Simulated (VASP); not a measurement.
# H20SO12 in VASP: a series of runs, part 2 of 3

VASP 6.6.1. Earlier steps stand in the parts before.

## 4. Single point, PBE+D3(BJ)

Input file INCAR:

```
SYSTEM = H20SO12
PREC = Accurate ; ENCUT = 520
EDIFF = 1E-6 ; ISMEAR = -1
SIGMA = 0.02 ; LREAL = Auto
LASPH = .True. ; NELM = 120
ALGO = Normal ; ISIF = 2
LWAVE = .False. ; LCHARG = .True.
GGA = PE ; IVDW = 12
LELF = .True. ; LVHAR = .True.
NBANDS = 71 ; GGA_COMPAT = .False.
```

Input file KPOINTS:

```
regular mesh
0
Gamma
  1 1 1
  0 0 0
```

Input file POSCAR:

```
H20SO12
1.0
    7.8633030000      0.0000000000      0.0000000000
    0.0000000000      7.8633030000      0.0000000000
    0.0000000000      0.0000000000      7.8633030000
O H S
12 20 1
Direct
    0.0097668880      0.1715945577      0.1566390103
    0.2739052533      0.7135423880     -0.1179911292
    0.8785621004      0.0757188169      0.5426091300
    0.3198019967      0.9739164318      0.1171136353
    0.6557676844      0.3065887198      0.6350893511
    0.5753180311      0.6636015425      0.6221685722
    0.6325840426      0.1561176010      0.9432804510
    0.3423370561      0.7320842145      0.3880557572
    0.5178866947      0.5064538401      0.0053539842
    0.2706114720      0.1531036004      0.7387226462
    1.0030263364      0.6874464840      0.6490529489
    1.0514919748      0.4236896378      0.8205966373
    0.0276982840      0.2366435581      0.0531583229
    0.1074866376      0.0952144411      0.1534596848
    0.2732821055      0.8057936976     -0.0353795345
    0.3475511499      0.6247374672     -0.0641206373
    0.9352303987      0.1076646798      0.4389885523
    0.9752771831      0.0685716931      0.6231223698
    0.4159066489      1.0289823500      0.0559942813
    0.3652027653      0.8891683304      0.2004882681
    0.6882603913      0.4127273234      0.5883659831
    0.7501809354      0.2184196641      0.5922320429
    0.6797270816      0.7224190649      0.6279295100
    0.5088574102      0.6574718029      0.7290829312
    0.7378960216      0.1232560923      1.0043616531
    0.6616430780      0.2132945913      0.8342804544
    0.2241170155      0.7406683934      0.4258770138
    0.4222525827      0.7603547771      0.4830031349
    0.5012778981      0.5443132485      0.1276181269
    0.5449999828      0.3835411150      0.0071471238
    0.2186485755      0.2433582936      0.8107152936
    0.3749442187      0.1954013472      0.6950768653
    1.0038148091      0.6037412014      0.8164507968
```

Launch:

```bash
$ cat potpaw_PBE.64/O/POTCAR potpaw_PBE.64/H/POTCAR potpaw_PBE.64/S/POTCAR > POTCAR
$ mpirun -np 1 vasp_gam > vasp.out
```

Run time: 44 s. Hardware: 1 thread of AMD EPYC 9R45 (Zen 5), shared host; peak memory 0.42 GiB.

It converged, with:

- Free energy: -163.7717 eV
- Pressure: -1.1 GPa
- Largest force: 3.000 eV/Å
- Band gap on the k mesh: 3.03 eV
- Dispersion energy per atom: -0.029 eV

Forces in eV/Å, atoms in the order of the input:
```
O   -0.301 -0.097 -0.086
O    0.100 -1.022 -0.440
O    0.606 -0.319  0.954
O    0.491 -0.341 -0.251
O    0.992 -2.831  0.012
O   -1.773 -0.940 -0.282
O    0.246 -0.204  0.871
O    0.104  0.462 -0.536
O   -0.334  0.674  1.643
O   -1.725 -0.296  1.070
O   -0.182 -0.547  0.663
O   -0.186  0.244  0.079
H   -0.176  0.424 -0.027
H    0.465 -0.356  0.121
H   -0.056  1.086  0.498
H   -0.141 -0.177 -0.160
H    0.170  0.280 -0.963
H   -0.411  0.003 -0.244
H   -0.348 -0.237  0.296
H   -0.243  0.511  0.096
H    0.035  1.444 -0.313
H   -1.336  1.153  0.466
H    1.159  0.952  0.787
H    0.963  0.412 -0.416
H   -0.478  0.408 -0.483
H    0.080  0.073 -0.082
H    0.437  0.008  0.297
H   -0.597 -0.589 -0.251
H    0.338 -0.759 -1.416
H    0.013 -0.002  0.044
H    0.622 -0.470 -0.922
H    1.128  0.675 -0.434
S    0.339  0.379 -0.590
```

Stress tensor (GPa, compression positive):
```
-1.41  0.49  0.47
 0.49 -0.53  0.14
 0.47  0.14 -1.50
```

Levels at points of the mesh, in eV from the valence-band top:
```
           k point  band 47  band 48  band 49  band 50  band 51  band 52
(0.00, 0.00, 0.00)    -0.37    -0.24     0.00     3.03     4.61     6.51
```

Caveat: the k points lie up to 0.80 Å⁻¹ apart.

## 5. Single point, PBE+D3(BJ)

Input file INCAR:

```
SYSTEM = H20SO12
PREC = Accurate ; ENCUT = 520
EDIFF = 1E-6 ; ISMEAR = -1
SIGMA = 0.02 ; LREAL = Auto
LASPH = .TRUE. ; NELM = 120
ALGO = Normal ; ISIF = 2
LWAVE = .FALSE. ; LCHARG = .FALSE.
GGA = PE ; IVDW = 12
NBANDS = 71 ; GGA_COMPAT = .FALSE.
```

Input file KPOINTS:

```
regular mesh
0
G
  1 1 1
  0 0 0
```

Input file POSCAR:

```
H20SO12
1.0
    7.8633030000      0.0000000000      0.0000000000
    0.0000000000      7.8633030000      0.0000000000
    0.0000000000      0.0000000000      7.8633030000
O H S
12 20 1
Direct
   -0.0092709133      0.1713274943      0.1404880366
    0.2679535559      0.7172939921     -0.1150788670
    0.8925892847      0.0430099158      0.4995610623
    0.2973305238      0.9798808465      0.1153967995
    0.6614396011      0.2903360077      0.6763188446
    0.5957547356      0.6814439174      0.6399092086
    0.6078870419      0.1132857274      0.9659172488
    0.3348847170      0.7102740413      0.3385981692
    0.5277044519      0.5698241566      0.0444215363
    0.2521586667      0.1526457775      0.7100705645
    0.9937554231      0.7105919739      0.6559330093
    1.0394614070      0.4318287112      0.8020929627
    0.0150064165      0.2953339074      0.1600472473
    0.0938536897      0.1184871040      0.1033535144
    0.2639221711      0.8243482414     -0.0427428525
    0.3425532502      0.6399346432     -0.0503732337
    0.9528184276      0.0711660227      0.3887679262
    0.9677994095     -0.0366512647      0.5562802298
    0.4004424095      1.0273672527      0.0764055512
    0.3208066636      0.9138271792      0.2133200259
    0.6629656774      0.4139863363      0.6456319946
    0.7682267871      0.2546003887      0.6289850461
    0.7043732131      0.7381885195      0.6387137822
    0.5272084772      0.7109989275      0.7364208145
    0.7176119247      0.1142522423      1.0209958843
    0.6026093615      0.1885848733      0.8649800218
    0.2300178436      0.7038645211      0.4120405891
    0.4376786701      0.7079976442      0.4106798377
    0.5170346354      0.6204771710      0.1558759722
    0.5728381572      0.4625918650      0.0737603524
    0.1575292215      0.2322433715      0.7502190873
    0.3589077007      0.2125188359      0.6834532511
    1.0046414338      0.6146399293      0.8135639692
```

Potentials or basis: VASP PAW PBE potentials, release 64 (O, H, S).

Launch:

```bash
$ cat potpaw_PBE.64/O/POTCAR potpaw_PBE.64/H/POTCAR potpaw_PBE.64/S/POTCAR > POTCAR
$ mpirun -np 1 vasp_gam > vasp.out
```

OUTCAR:

```text
SYSTEM = H20SO12
   PREC = Accurate
   ENCUT = 520
   EDIFF = 1E-6
   ISMEAR = -1
   LREAL = Auto
   LASPH = .TRUE.
   NELM = 120
   ISIF = 2
   GGA = PE
   IVDW = 12
 IVDW          = 12

 ion  position               nearest neighbor table
   1  0.991  0.171  0.140-  14 0.96  13 1.01
   2  0.268  0.717  0.885-  16 0.99  15 1.02  33 2.29
   3  0.893  0.043  0.500-  18 0.97  17 1.02
   4  0.297  0.980  0.115-  19 0.94  20 0.95
   5  0.661  0.290  0.676-  22 0.96  21 1.00
   6  0.596  0.681  0.640-  24 0.96  23 0.96
   7  0.608  0.113  0.966-  25 0.97  26 0.99
   8  0.335  0.710  0.339-  28 0.99  27 1.01
   9  0.528  0.570  0.044-  30 0.94  29 0.97
  10  0.252  0.153  0.710-  32 0.98  31 1.02
  11  0.994  0.711  0.656-  33 1.45
  12  0.039  0.432  0.802-  33 1.47
  13  0.015  0.295  0.160-   1 1.01
  14  0.094  0.118  0.103-   1 0.96
  15  0.264  0.824  0.957-   2 1.02
  16  0.343  0.640  0.950-   2 0.99
[... 14 lines left out ...]
  31  0.158  0.232  0.750-  10 1.02
  32  0.359  0.213  0.683-  10 0.98
  33  0.005  0.615  0.814-  11 1.45  12 1.47   2 2.29

  LATTYP: Found a simple cubic cell.
 ALAT       =     7.8633030000

  Lattice vectors:

 A1 = (   7.8633030000,   0.0000000000,   0.0000000000)
 A2 = (   0.0000000000,   7.8633030000,   0.0000000000)
 A3 = (   0.0000000000,   0.0000000000,   7.8633030000)

Analysis of symmetry for initial positions (statically):
=====================================================================
 Subroutine PRICEL returns:
 Original cell was already a primitive cell.

 Routine SETGRP: Setting up the symmetry group for a
 simple cubic supercell.

 Subroutine GETGRP returns: Found  1 space group operations
 (whereof  1 operations were pure point group operations)
 out of a pool of 48 trial point group operations.

The static configuration has the point symmetry C_1 .

Analysis of symmetry for dynamics (positions and initial velocities):
=====================================================================
 Subroutine PRICEL returns:
 Original cell was already a primitive cell.

 Routine SETGRP: Setting up the symmetry group for a
 simple cubic supercell.

 Subroutine GETGRP returns: Found  1 space group operations
 (whereof  1 operations were pure point group operations)
 out of a pool of 48 trial point group operations.

The dynamic configuration has the point symmetry C_1 .

 Subroutine INISYM returns: Found  1 space group operations
 (whereof  1 operations are pure point group operations),
 and found     1 'primitive' translations

----------------------------------------------------------------------------------------

                                     Primitive cell

  volume of cell :     486.2001

  direct lattice vectors                    reciprocal lattice vectors
     7.863303000  0.000000000  0.000000000     0.127173021  0.000000000  0.000000000
     0.000000000  7.863303000  0.000000000     0.000000000  0.127173021  0.000000000
     0.000000000  0.000000000  7.863303000     0.000000000  0.000000000  0.127173021

  length of vectors
     7.863303000  7.863303000  7.863303000     0.127173021  0.127173021  0.127173021

  position of ions in fractional coordinates (direct lattice)
     0.990729087  0.171327494  0.140488037
     0.267953556  0.717293992  0.884921133
     0.892589285  0.043009916  0.499561062
     0.297330524  0.979880847  0.115396799
     0.661439601  0.290336008  0.676318845
     0.595754736  0.681443917  0.639909209
[... 25 lines left out ...]
     0.358907701  0.212518836  0.683453251
     0.004641434  0.614639929  0.813563969

  ion indices of the primitive-cell ions
   primitive index   ion index
                 1           1
                 2           2
                 3           3
                 4           4
                 5           5
                 6           6
[... 25 lines left out ...]
                32          32
                33          33

----------------------------------------------------------------------------------------

 KPOINTS: regular mesh

Automatic generation of k-mesh.
 Grid dimensions read from file:
 generate k-points for:    1    1    1

 Generating k-lattice:

  Cartesian coordinates                     Fractional coordinates (reciprocal lattice)
     0.127173021  0.000000000  0.000000000     1.000000000  0.000000000  0.000000000
     0.000000000  0.127173021  0.000000000     0.000000000  1.000000000  0.000000000
     0.000000000  0.000000000  0.127173021     0.000000000  0.000000000  1.000000000

  Length of vectors
     0.127173021  0.127173021  0.127173021

  Shift w.r.t. Gamma in fractional coordinates (k-lattice)
     0.000000000  0.000000000  0.000000000

 Subroutine IBZKPT returns following result:
 ===========================================

 Found      1 irreducible k-points:

 Following reciprocal coordinates:
            Coordinates               Weight
  0.000000  0.000000  0.000000      1.000000
   k-points           NKPTS =      1   k-points in BZ     NKDIM =      1   number of bands    NBANDS=     71
   number of dos      NEDOS =    301   number of ions     NIONS =     33
   total plane-waves  NPLWV = 216000
   dimension x,y,z NGX =    60 NGY =   60 NGZ =   60
   dimension x,y,z NGXF=   120 NGYF=  120 NGZF=  120
   ions per type =              12  20   1
   NGX,Y,Z   is equivalent  to a cutoff of  12.69, 12.69, 12.69 a.u.
   NGXF,Y,Z  is equivalent  to a cutoff of  25.37, 25.37, 25.37 a.u.
 SYSTEM =  H20SO12
   PREC   = accura    normal or accurate (medium, high low for compatibility)
   ISTART =      0    job   : 0-new  1-cont  2-samecut
   ICHARG =      2    charge: 1-file 2-atom 10-const
   ISPIN  =      1    spin polarized calculation?
   LNONCOLLINEAR =      F non collinear calculations
   LSORBIT =      F    spin-orbit coupling
   LASPH  =      T    aspherical Exc in radial PAW
   ENCUT  =  520.0 eV  38.22 Ry    6.18 a.u.  14.62 14.62 14.62*2*pi/ulx,y,z
   NELM   =    120;   NELMIN=  2; NELMDL= -5     # of ELM steps
   EDIFF  = 0.1E-05   stopping-criterion for ELM
   LREAL  =      T    real-space projection
   EDIFFG = 0.1E-04   stopping-criterion for IOM
   NSW    =      0    number of steps for IOM
   IBRION =     -1    ionic relax: 0-MD 1-quasi-New 2-CG
   NFREE  =      0    steps in history (QN), initial steepest desc. (CG)
   ISIF   =      2    stress and relaxation
   ISYM   =      2    0-nonsym 1-usesym 2-fastsym
   POTIM  = 0.5000    time-step for ionic-motion
   TEBEG  =    0.0;   TEEND  =   0.0 temperature during run
   PSTRESS=    0.0 pullay stress
   NELECT =      98.0000    total number of electrons
   NUPDOWN=      -1.0000    fix difference up-down
   EMIN   =  10.00;   EMAX   =-10.00  energy-range for DOS
   EFERMI =   0.00;   METHOD = LEGACY
   ISMEAR =    -1;   SIGMA  =   0.02  broadening in eV -4-tet -1-fermi 0-gaus
   EFERMI_NEDOS =   21; number of points for ismear=-14 and -15
   IALGO  =     38    algorithm
   IMIX   =      4    mixing-type and parameters
     AMIX     =   0.40;   BMIX     =  1.00
     AMIX_MAG =   1.60;   BMIX_MAG =  1.00
  volume/ion in A,a.u.               =      14.73        99.43
  Fermi-wavevector in a.u.,A,eV,Ry     =   0.959869  1.813889 12.535700  0.921348
  Thomas-Fermi vector in A             =   2.089103
   LORBIT       =      0    0 simple, 1 ext, 2 COOP (PROOUT), +10 PAW based schemes
   GGA     = PE    functional components
   LHFCALC =     F    Hartree Fock is set to
   AEXX    =    0.0000 exact exchange contribution
   IVDW    =    12    specifies the selected vdW correction
   LEPSILON=     F    determine dielectric tensor
   LRPA    =     F    only Hartree local field effects (RPA)
 non-spin polarized calculation
  energy-cutoff  :      520.00
  volume of cell :      486.20
 maximum number of plane-waves:      6567
 NGX is ok and might be reduce to    60
   NGX = 29   NGY = 29   NGZ = 29

 number of electron      98.0000003 magnetization

 Free energy of the ion-electron system (eV)
  ---------------------------------------------------
  ext. energy  EPLUGINS =         0.00000000
  ---------------------------------------------------
  free energy    TOTEN  =      -162.65952788 eV

  energy without entropy =     -162.65952788  energy(sigma->0) =     -162.65952788

 E-fermi :  -3.1482     XC(G=0):  -5.7629

 val. band max:       -3.6512400401   @ k =   0.0000   0.0000   0.0000
 cond. band min:      -0.8465041819   @ k =   0.0000   0.0000   0.0000
 fundamental gap:      2.8047358582
 Fermi energy:        -3.1482179778

 k-point     1 :       0.0000    0.0000    0.0000
  band No.  band energies     occupation
      1     -25.6957      2.00000
      2     -23.8200      2.00000
      3     -23.2964      2.00000
      4     -23.2815      2.00000
      5     -23.0345      2.00000
      6     -22.9607      2.00000
[... 53 lines left out ...]
     60       4.3875      0.00000
     61       4.6904      0.00000
 [bands above 61 left out]

------------------------ aborting loop because EDIFF is reached ----------------------------------------

 Edisp (eV)   -0.94574

 E8    (eV) :    -0.2085

  FORCE on cell =-STRESS in cart. coord.  units (eV):
  Direction    XX          YY          ZZ          XY          YZ          ZX
  --------------------------------------------------------------------------------------
  -------------------------------------------------------------------------------------
  Total      -2.88161    -2.31605    -0.65849    -1.32060    -0.96315     1.29330
  in kB      -9.49580    -7.63210    -2.16994    -4.35177    -3.17388     4.26182
  external pressure =       -6.43 kB  Pullay stress =        0.00 kB

 VOLUME and BASIS-vectors are now :
 -----------------------------------------------------------------------------
  energy-cutoff  :      520.00
  volume of cell :      486.20
      direct lattice vectors                 reciprocal lattice vectors
     7.863303000  0.000000000  0.000000000     0.127173021  0.000000000  0.000000000
     0.000000000  7.863303000  0.000000000     0.000000000  0.127173021  0.000000000
     0.000000000  0.000000000  7.863303000     0.000000000  0.000000000  0.127173021

 POSITION                                       TOTAL-FORCE (eV/Angst)
 -----------------------------------------------------------------------------------
      7.79040      1.34720      1.10470        -1.316192      1.835875      0.828880
      2.10700      5.64030      6.95840        -0.168493      0.575702     -0.076847
      7.01870      0.33820      3.92820         0.488071      0.503028     -1.390744
      2.33800      7.70510      0.90740        -2.214534      0.156871     -1.137367
      5.20110      2.28300      5.31810        -0.582757      1.836272     -0.302399
      4.68460      5.35840      5.03180        -0.131511     -1.090291     -1.332406
[... 25 lines left out ...]
      2.82220      1.67110      5.37420        -0.808215      0.135820      0.240965
      0.03650      4.83310      6.39730         0.037640     -0.349746      0.871653
 -----------------------------------------------------------------------------------
    total drift:                                0.001075     -0.008207      0.002219

  FREE ENERGIE OF THE ION-ELECTRON SYSTEM (eV)
  ---------------------------------------------------
  free  energy   TOTEN  =      -163.6052644461 eV

  energy  without entropy=     -163.6052644461  energy(sigma->0) =     -163.60526445
```

It took 40 s on 1 thread of AMD EPYC 9R45 (Zen 5), shared host; peak memory 0.42 GiB.

Results:

- Free energy: -163.6053 eV
- Pressure: -0.6 GPa
- Largest force: 2.494 eV/Å
- Band gap on the k mesh: 2.80 eV
- Dispersion energy per atom: -0.029 eV

Forces in eV/Å, atoms in the order of the input:
```
O   -1.316  1.836  0.829
O   -0.168  0.576 -0.077
O    0.488  0.503 -1.391
O   -2.215  0.157 -1.137
O   -0.583  1.836 -0.302
O   -0.132 -1.090 -1.332
O   -1.183 -0.279  0.340
O   -0.673  0.057  0.466
O   -0.163  1.112 -0.213
O   -0.916  0.398  0.440
O    0.066 -0.076 -0.599
O   -0.053  0.655 -0.144
H   -0.075 -1.592 -0.386
H    1.335 -0.427 -0.239
H   -0.010 -0.272 -0.203
H    0.145 -0.353  0.168
H   -0.764 -0.187  1.129
H    0.193 -0.046  0.182
H    1.972  1.034 -0.839
H    0.311 -1.130  1.528
H   -0.538 -0.667  0.539
H    0.779 -1.095 -0.350
H    0.173  0.549  0.330
H   -0.135  0.513  0.659
H    0.538  0.351 -0.217
H    0.786 -0.168  0.216
H    1.513 -0.005 -0.476
H   -0.679  0.048  0.602
H   -0.409  0.526  0.318
H    0.546 -1.878 -0.138
H    1.936 -0.670 -0.818
H   -0.808  0.136  0.241
S    0.038 -0.350  0.872
```

Caveat: the k points lie up to 0.80 Å⁻¹ apart; the atoms stand as in a frame of molecular dynamics.

[end of part 2 of 3]
